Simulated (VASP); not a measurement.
Here is a VASP 6.6.1 calculation.

POSCAR

```
Zr
1.0
    3.2454403008      0.0000000000      0.0000000000
   -1.6227201504      2.8106337470      0.0000000000
    0.0000000000      0.0000000000      5.1494233959
Zr
2
Direct
    0.3333333333      0.6666666667      0.2500000000
    0.6666666667      0.3333333333      0.7500000000
```

INCAR.step1

```
PREC     = Accurate       # precision mode
ENCUT    = 520            # plane-wave cutoff, eV
ISMEAR   = -1             # smearing method
SIGMA    = 0.05           # smearing width, eV
LREAL    = False          # projectors in reciprocal space
LASPH    = True           # aspherical terms in the spheres
NELM     = 150            # most SCF steps
ISPIN    = 2              # spin polarisation
MAGMOM   = 1 1            # initial moments
LMAXMIX  = 4              # l up to which the mixer works
NBANDS   = 23             # bands
GGA      = PE             # functional
ALGO     = Normal         # electronic algorithm
EDIFF    = 1E-4           # SCF threshold, eV
LWAVE    = True           # write WAVECAR
LCHARG   = False          # write CHGCAR
```

Contents of INCAR.step2:

```
PREC     = Accurate       # precision mode
ENCUT    = 520            # plane-wave cutoff, eV
EDIFF    = 1E-7           # SCF threshold, eV
ISMEAR   = -1             # smearing method
SIGMA    = 0.05           # smearing width, eV
LREAL    = False          # projectors in reciprocal space
LASPH    = True           # aspherical terms in the spheres
NELM     = 150            # most SCF steps
ALGO     = Normal         # electronic algorithm
ISIF     = 2              # what is computed and relaxed
LWAVE    = False          # write WAVECAR
LCHARG   = False          # write CHGCAR
ISPIN    = 2              # spin polarisation
MAGMOM   = 1 1            # initial moments
LORBIT   = 11             # projections on sites
LMAXMIX  = 4              # l up to which the mixer works
METAGGA  = R2SCAN         # meta-GGA
LMIXTAU  = True         
NBANDS   = 23             # bands
ISTART   = 1
```

Contents of KPOINTS:

```
Automatic mesh
0
Gamma
  11 11 6
```

Potentials or basis: VASP PAW PBE potentials, release 64 (Zr_sv).

Command:

```sh
$ cat potpaw_PBE.64/Zr_sv/POTCAR > POTCAR
$ cp INCAR.step1 INCAR
$ mpirun -np 1 vasp_std > vasp.out
$ cp INCAR.step2 INCAR
$ mpirun -np 1 vasp_std > vasp.out
```

**Question.** Predict the pressure.

**Answer.** 0.0 GPa.

**Question.** What does it give for the band gap on the k mesh?

**Answer.** Zero (filled and empty bands overlap).

**Question.** Predict the net moment.

**Answer.** 0.00 μB per cell.

Caveat: the PAW data sets were made with another functional, which shifts forces and pressure a little.
